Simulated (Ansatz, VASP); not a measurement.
# Two plane-wave programs on NaHfO

Contents of INCAR:

```
SYSTEM = NaHfO
PREC     = Accurate       ! precision mode
ENCUT    = 600            ! plane-wave cutoff, eV
EDIFF    = 1E-7           ! SCF threshold, eV
ISMEAR   = 0              ! smearing method
SIGMA    = 0.1            ! smearing width, eV
LREAL    = .FALSE.        ! projectors in reciprocal space
LASPH    = .TRUE.         ! aspherical terms in the spheres
NELM     = 60             ! most SCF steps
ALGO     = Normal         ! electronic algorithm
ISIF     = 3              ! what is computed and relaxed
LWAVE    = .FALSE.        ! write WAVECAR
LCHARG   = .FALSE.        ! write CHGCAR
GGA      = PE             ! functional
IBRION   = 2              ! ionic algorithm
NSW      = 100            ! ionic steps
EDIFFG   = -0.01          ! ionic threshold
```

KPOINTS

```
regular mesh
0
G
  16 16 8
  0 0 0
```

Contents of POSCAR:

```
NaHfO
1.0
    3.0796994710      0.0000000000      0.0000000000
    0.0000000000      3.0796994710      0.0000000000
    0.0000000000      0.0000000000      5.8329898349
Na Hf O
1 1 1
Direct
    0.5000000000      0.5000000000      0.5000000000
    0.0000000000      0.0000000000      0.0000000000
    0.5000000000      0.5000000000      0.0000000000
```

Input for Ansatz:

```yaml
crystal:
  lattice:
    - [3.079699471, 0.0, 0.0]
    - [0.0, 3.079699471, 0.0]
    - [0.0, 0.0, 5.8329898349]
  atoms:
    - { symbol: Na, position: [0.5, 0.5, 0.5] }
    - { symbol: Hf, position: [0.0, 0.0, 0.0] }
    - { symbol: O, position: [0.5, 0.5, 0.0] }
basis:
  ecutwfc: 420
kpoints:
  mp_grid: { grid: [16, 16, 8] }
hamiltonian:
  xc: pbe
scf:
  occupations: { method: gaussian, width: 0.1 }
output:
  forces: true
  stress: true
  eigenvalues: true
  write_density: true
  write_potential: true
  elf: true
  volumetric_format: npy
relax:
  adjacent_minimum: "off"
  f_tol: 0.01
  max_steps: 80
  cell: { stress_tol: 0.05 }
```

Change from the starting cell: species swapped into the MgNiH type (P4/mmm, No. 123).

Alike in both runs: task relaxation of cell and atoms; functional PBE; k mesh 16 × 16 × 8; occupations gaussian, width 0.1 eV; no spin polarisation.

```csv
,VASP,Ansatz
version,VASP 6.6.1,Ansatz 0.2.0
potentials or method,"VASP PAW PBE potentials, release 64 (Na_pv, Hf_pv, O), cutoff 600 eV","scalar-relativistic, plane waves, PAW"
valence electrons in the cell,23,41
```

Ansatz gave:

| Quantity | Value |
| --- | --- |
| gap on the k mesh at the Fermi level, each at its own relaxed structure (eV) | none |
| relaxed volume (Å³/atom) | 18.45 |
| relaxed length of the cell vector where the two differ most in proportion (Å) | 3.084 |

Problem. Estimate VASP's values.

Solution. gap on the k mesh at the Fermi level, each at its own relaxed structure (eV): none; relaxed volume (Å³/atom): 18.32; relaxed length of the cell vector where the two differ most in proportion (Å): 3.070.

A gap of «none» marks a metal or a gap that the smearing closes. VASP's potentials hold 23 valence electrons a cell and Ansatz's 41, so a difference there can come from the potentials and not from the codes.

Spin-orbit coupling is off throughout.
